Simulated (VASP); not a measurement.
# CdF3 (Fm-3m) in VASP: notebook, part 2 of 2

VASP 6.6.1.

### 3 Relaxation of cell and atoms, PBE, collinear spin, ferromagnetic start

INCAR

```
PREC     = Accurate       # precision mode
ENCUT    = 600            # plane-wave cutoff, eV
EDIFF    = 1E-7           # SCF threshold, eV
ISMEAR   = 0              # smearing method
SIGMA    = 0.1            # smearing width, eV
LREAL    = F              # projectors in reciprocal space
LASPH    = T              # aspherical terms in the spheres
NELM     = 150            # most SCF steps
ALGO     = Normal         # electronic algorithm
ISIF     = 3              # what is computed and relaxed
LWAVE    = F              # write WAVECAR
LCHARG   = F              # write CHGCAR
ISPIN    = 2              # spin polarisation
MAGMOM   = 0 0.37 0.37 0.37 # initial moments
LORBIT   = 11             # projections on sites
GGA      = PE             # functional
IBRION   = 2              # ionic algorithm
NSW      = 90             # ionic steps
EDIFFG   = -0.04          # ionic threshold
```

KPOINTS

```
Automatic mesh
0
Gamma
  6 6 6
```

POSCAR

```
CdF3
1.0
    0.0000000000      2.8416514083      2.8416514083
    2.8416514083      0.0000000000      2.8416514083
    2.8416514083      2.8416514083      0.0000000000
Cd F
1 3
Direct
    0.0000000000      0.0000000000      0.0000000000
    0.2500000000      0.2500000000      0.2500000000
    0.7500000000      0.7500000000      0.7500000000
    0.5000000000      0.5000000000      0.5000000000
```

Potentials or basis: VASP PAW PBE potentials, release 64 (Cd, F).

Launch:

```console
$ cat potpaw_PBE.64/Cd/POTCAR potpaw_PBE.64/F/POTCAR > POTCAR
$ mpirun -np 1 vasp_std > vasp.out
```

OUTCAR:

```text
PREC = Accurate
   ENCUT = 600
   EDIFF = 1E-7
   ISMEAR = 0
   LREAL = F
   LASPH = T
   NELM = 150
   ISIF = 3
   ISPIN = 2
   LORBIT = 11
   GGA = PE
   IBRION = 2
   NSW = 90
   EDIFFG = -0.04

 ion  position               nearest neighbor table
   1  0.000  0.000  0.000-   3 2.46   3 2.46   3 2.46   2 2.46   3 2.46   2 2.46   2 2.46   2 2.46
                             4 2.84   4 2.84   4 2.84   4 2.84   4 2.84   4 2.84
   2  0.250  0.250  0.250-   1 2.46   1 2.46   1 2.46   1 2.46
   3  0.750  0.750  0.750-   1 2.46   1 2.46   1 2.46   1 2.46
   4  0.500  0.500  0.500-   1 2.84   1 2.84   1 2.84   1 2.84   1 2.84   1 2.84

  LATTYP: Found a face centered cubic cell.
 ALAT       =     5.6833028166

  Lattice vectors:

 A1 = (   0.0000000000,   2.8416514083,   2.8416514083)
 A2 = (   2.8416514083,   0.0000000000,   2.8416514083)
 A3 = (   2.8416514083,   2.8416514083,   0.0000000000)

Analysis of symmetry for initial positions (statically):
=====================================================================
 Subroutine PRICEL returns:
 Original cell was already a primitive cell.

 Routine SETGRP: Setting up the symmetry group for a
 face centered cubic supercell.

 Subroutine GETGRP returns: Found 48 space group operations
 (whereof 48 operations were pure point group operations)
 out of a pool of 48 trial point group operations.

The static configuration has the point symmetry O_h .

Analysis of symmetry for dynamics (positions and initial velocities):
=====================================================================
 Subroutine PRICEL returns:
 Original cell was already a primitive cell.

 Routine SETGRP: Setting up the symmetry group for a
 face centered cubic supercell.

 Subroutine GETGRP returns: Found 48 space group operations
 (whereof 48 operations were pure point group operations)
 out of a pool of 48 trial point group operations.

The dynamic configuration has the point symmetry O_h .

Analysis of structural, dynamic, and magnetic symmetry:
=====================================================================
 Subroutine PRICEL returns:
 Original cell was already a primitive cell.

 Routine SETGRP: Setting up the symmetry group for a
 face centered cubic supercell.

 Subroutine GETGRP returns: Found 48 space group operations
 (whereof 48 operations were pure point group operations)
 out of a pool of 48 trial point group operations.

The overall configuration has the point symmetry O_h .

 Subroutine INISYM returns: Found 48 space group operations
 (whereof 48 operations are pure point group operations),
 and found     1 'primitive' translations

----------------------------------------------------------------------------------------

                                     Primitive cell

  volume of cell :      45.8926

  direct lattice vectors                    reciprocal lattice vectors
     0.000000000  2.841651408  2.841651408    -0.175954024  0.175954024  0.175954024
     2.841651408  0.000000000  2.841651408     0.175954024 -0.175954024  0.175954024
     2.841651408  2.841651408  0.000000000     0.175954024  0.175954024 -0.175954024

  length of vectors
     4.018701961  4.018701961  4.018701961     0.304761309  0.304761309  0.304761309

[... 75 lines left out ...]
   EDIFF  = 0.1E-06   stopping-criterion for ELM
   LREAL  =      F    real-space projection
   EDIFFG = -.4E-01   stopping-criterion for IOM
   NSW    =     90    number of steps for IOM
   IBRION =      2    ionic relax: 0-MD 1-quasi-New 2-CG
   NFREE  =      1    steps in history (QN), initial steepest desc. (CG)
   ISIF   =      3    stress and relaxation
   ISYM   =      2    0-nonsym 1-usesym 2-fastsym
   POTIM  = 0.5000    time-step for ionic-motion
   TEBEG  =    0.0;   TEEND  =   0.0 temperature during run
   PSTRESS=    0.0 pullay stress
   NELECT =      33.0000    total number of electrons
   NUPDOWN=      -1.0000    fix difference up-down
   EMIN   =  10.00;   EMAX   =-10.00  energy-range for DOS
   EFERMI =   0.00;   METHOD = LEGACY
   ISMEAR =     0;   SIGMA  =   0.10  broadening in eV -4-tet -1-fermi 0-gaus
   EFERMI_NEDOS =   21; number of points for ismear=-14 and -15
   IALGO  =     38    algorithm
   IMIX   =      4    mixing-type and parameters
     AMIX     =   0.40;   BMIX     =  1.00
     AMIX_MAG =   1.60;   BMIX_MAG =  1.00
  volume/ion in A,a.u.               =      11.47        77.42
  Fermi-wavevector in a.u.,A,eV,Ry     =   1.466669  2.771602 29.267723  2.151117
  Thomas-Fermi vector in A             =   2.582379
   LORBIT       =     11    0 simple, 1 ext, 2 COOP (PROOUT), +10 PAW based schemes
   GGA     = PE    functional components
   LHFCALC =     F    Hartree Fock is set to
   AEXX    =    0.0000 exact exchange contribution
   IVDW    =     0    specifies the selected vdW correction
   LEPSILON=     F    determine dielectric tensor
   LRPA    =     F    only Hartree local field effects (RPA)
 conjugate gradient relaxation of ions
 spin polarized calculation
 Gauss-broadening in eV      SIGMA  =   0.10
  energy-cutoff  :      600.00
  volume of cell :       45.89
 maximum number of plane-waves:      1544
   NGX = 17   NGY = 17   NGZ = 17

 number of electron      32.9999997 magnetization       0.9999947

 Free energy of the ion-electron system (eV)
  ---------------------------------------------------
  ext. energy  EPLUGINS =         0.00000000
  ---------------------------------------------------
  free energy    TOTEN  =       -11.51043734 eV

  energy without entropy =      -11.47458650  energy(sigma->0) =      -11.49251192

 E-fermi :  -0.9270     XC(G=0): -11.0064

 val. band max:       -0.9276219236   @ k =  -0.3333   0.3333   0.1667
 cond. band min:      -0.8953712895   @ k =   0.5000   0.5000   0.0000
 fundamental gap:      0.0322506341
 Fermi energy:        -0.9269834172

 spin component 1

 k-point     1 :       0.0000    0.0000    0.0000
  band No.  band energies     occupation
      1     -22.5281      1.00000
      2     -21.1734      1.00000
      3     -20.8823      1.00000
      4      -6.7734      1.00000
      5      -6.7734      1.00000
      6      -6.7734      1.00000
[... 373 lines left out ...]
     20      11.1573      0.00000
     21      11.8193      0.00000
 Fermi energy:        -0.9269834172

 spin component 2

 k-point     1 :       0.0000    0.0000    0.0000
  band No.  band energies     occupation
      1     -21.9775      1.00000
      2     -20.7790      1.00000
      3     -20.0776      1.00000
      4      -6.7127      1.00000
      5      -6.7127      1.00000
      6      -6.7127      1.00000
[... 373 lines left out ...]
     20      11.2820      0.00000
     21      11.9275      0.00000

------------------------ aborting loop because EDIFF is reached ----------------------------------------

  FORCE on cell =-STRESS in cart. coord.  units (eV):
  Direction    XX          YY          ZZ          XY          YZ          ZX
  --------------------------------------------------------------------------------------
  -------------------------------------------------------------------------------------
  Total        0.0279590      0.0279590      0.0279590     -0.0000000     -0.0000000      0.0000000
  in kB        0.9760902      0.9760902      0.9760902     -0.0000000     -0.0000000      0.0000000
  external PRESSURE =       0.9760902 kB  Pullay stress =       0.0000000 kB

 VOLUME and BASIS-vectors are now :
 -----------------------------------------------------------------------------
  energy-cutoff  :      600.00
  volume of cell :       45.89
      direct lattice vectors                 reciprocal lattice vectors
     0.000000000  2.841651408  2.841651408    -0.175954024  0.175954024  0.175954024
     2.841651408  0.000000000  2.841651408     0.175954024 -0.175954024  0.175954024
     2.841651408  2.841651408  0.000000000     0.175954024  0.175954024 -0.175954024

 POSITION                                       TOTAL-FORCE (eV/Angst)
 -----------------------------------------------------------------------------------
      0.00000      0.00000      0.00000        -0.000000     -0.000000     -0.000000
      1.42083      1.42083      1.42083        -0.000000     -0.000000     -0.000000
      4.26248      4.26248      4.26248         0.000000      0.000000      0.000000
      2.84165      2.84165      2.84165        -0.000000     -0.000000     -0.000000
 -----------------------------------------------------------------------------------
    total drift:                                0.000000     -0.000000      0.000000

  FREE ENERGIE OF THE ION-ELECTRON SYSTEM (eV)
  ---------------------------------------------------
  free  energy   TOTEN  =       -11.5104373403 eV

  energy  without entropy=      -11.4745864953  energy(sigma->0) =      -11.49251192

 reached required accuracy - stopping structural energy minimisation

 total charge

# of ion       s       p       d       tot
------------------------------------------
    1        0.195   0.141   9.650   9.987
    2        1.744   4.262   0.000   6.005
    3        1.744   4.262   0.000   6.005
    4        1.753   4.167   0.000   5.920
--------------------------------------------------
tot          5.436  12.831   9.650  27.917

 magnetization (x)

# of ion       s       p       d       tot
------------------------------------------
    1       -0.009  -0.004   0.022   0.009
    2        0.001   0.204   0.000   0.205
    3        0.001   0.204   0.000   0.205
    4        0.002   0.508   0.000   0.511
--------------------------------------------------
tot         -0.005   0.912   0.022   0.929
```

It took 31 s on 1 thread of Intel Xeon Platinum 8488C (Sapphire Rapids), shared host; peak memory 0.21 GiB.

Results:

| Item | Value |
| --- | --- |
| Free energy | -11.5104 eV |
| Pressure after relaxing | 0.1 GPa |
| Band gap on the k mesh | zero (filled and empty bands overlap) |
| Net moment | 1.00 μB per cell |
| Site moments | Cd +0.01; F +0.20, +0.51 μB |
| Valence electrons inside the program's atomic spheres | Cd 9.99; F 6.00, 5.92 |

Final structure:
```xyz
4
Lattice="0.0000 2.8417 2.8417 2.8417 0.0000 2.8417 2.8417 2.8417 0.0000" Properties=species:S:1:pos:R:3 pbc="T T T"
Cd    0.0000    0.0000    0.0000
F     1.4208    1.4208    1.4208
F     4.2625    4.2625    4.2625
F     2.8417    2.8417    2.8417
```

Levels at points of the mesh, in eV from the Fermi level:
Spin up:
```
           k point  band 14  band 15  band 16  band 17  band 18  band 19  band 20  band 21
(0.00, 0.00, 0.00)    -1.45    -1.01    -1.01    -1.01     3.04    12.73    12.73    12.73
(0.50, 0.00, 0.00)    -2.18    -0.91    -0.51    -0.51     6.01     9.99    12.38    12.38
(0.50, 0.50, 0.00)    -0.95    -0.95    -0.77    -0.77     6.11    10.03    13.27    13.27
```
Spin down:
```
           k point  band 14  band 15  band 16  band 17  band 18  band 19
(0.00, 0.00, 0.00)    -1.15    -0.41    -0.41    -0.41     3.09    12.80
(0.50, 0.00, 0.00)    -1.80    -0.13     0.14     0.14     6.17    10.11
(0.50, 0.50, 0.00)    -0.59    -0.59     0.03     0.03     6.20    10.19
```

Caveat: the relaxation stopped at its first step, so nothing moved.
